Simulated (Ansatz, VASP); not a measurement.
SnO in VASP and in Ansatz

File INCAR:

```
  PREC = Accurate
  ENCUT = 520
  EDIFF = 1E-6
  ISMEAR = 0
  SIGMA = 0.15
  LREAL = F
  LASPH = T
  NELM = 80
  ALGO = Fast
  ISIF = 2
  LWAVE = F
  LCHARG = F
  GGA = PE
  NBANDS = 28
```

File KPOINTS:

```
regular mesh
0
Gamma
  12 12 10
```

Contents of POSCAR:

```
SnO
1.0
    3.7994745858      0.0649158492      0.0180836995
    0.0649158492      3.8083360006      0.0001340897
    0.0230017809      0.0001705570      4.8409260068
Sn O
2 2
Direct
   -0.0173455497      0.4727453468      0.2400562989
    0.4816996285     -0.0243915110      0.7674760242
    0.0045141029      0.0582369528     -0.0063550739
    0.5311318182      0.4934092113     -0.0011772492
```

Input for Ansatz:

```yaml
crystal:
  lattice:
    - [3.7994745858, 0.0649158492, 0.0180836995]
    - [0.0649158492, 3.8083360006, 0.0001340897]
    - [0.0230017809, 0.000170557, 4.8409260068]
  atoms:
    - { symbol: Sn, position: [-0.0173455497, 0.4727453468, 0.2400562989] }
    - { symbol: Sn, position: [0.4816996285, -0.024391511, 0.7674760242] }
    - { symbol: O, position: [0.0045141029, 0.0582369528, -0.0063550739] }
    - { symbol: O, position: [0.5311318182, 0.4934092113, -0.0011772492] }
basis:
  ecutwfc: 420
kpoints:
  mp_grid: { grid: [12, 12, 10] }
hamiltonian:
  xc: pbe
scf:
  occupations: { method: gaussian, width: 0.15 }
output:
  forces: true
  stress: true
  eigenvalues: true
```

Change from the starting cell: all atoms moved at random (sigma 0.1 Å a component), cell strained at random (sigma 0.01).

Alike in both runs: task single point; functional PBE; k mesh 12 × 12 × 10; occupations gaussian, width 0.15 eV; no spin polarisation.

|  | VASP | Ansatz |
| --- | --- | --- |
| version | VASP 6.6.1 | Ansatz 0.2.0 |
| potentials or method | VASP PAW PBE potentials, release 64 (Sn_d, O), cutoff 520 eV | scalar-relativistic, plane waves, PAW |
| valence electrons in the cell | 40 | 40 |

Ansatz gave:

| Property | Result |
| --- | --- |
| pressure (GPa) | 9.0 |
| traceless stress, the component that is largest in VASP (GPa) | -4.04 |
| rms of the force components (eV/Å) | 1.184 |

Question: What did VASP give for the same quantities?

Answer: Pressure (GPa): 9.3; traceless stress, the component that is largest in VASP (GPa): -4.08; rms of the force components (eV/Å): 1.213.

Atom by atom the forces differ by 0.042 eV/Å (rms over components). With one functional, cell and mesh, what is left measures potentials, basis and numerics.
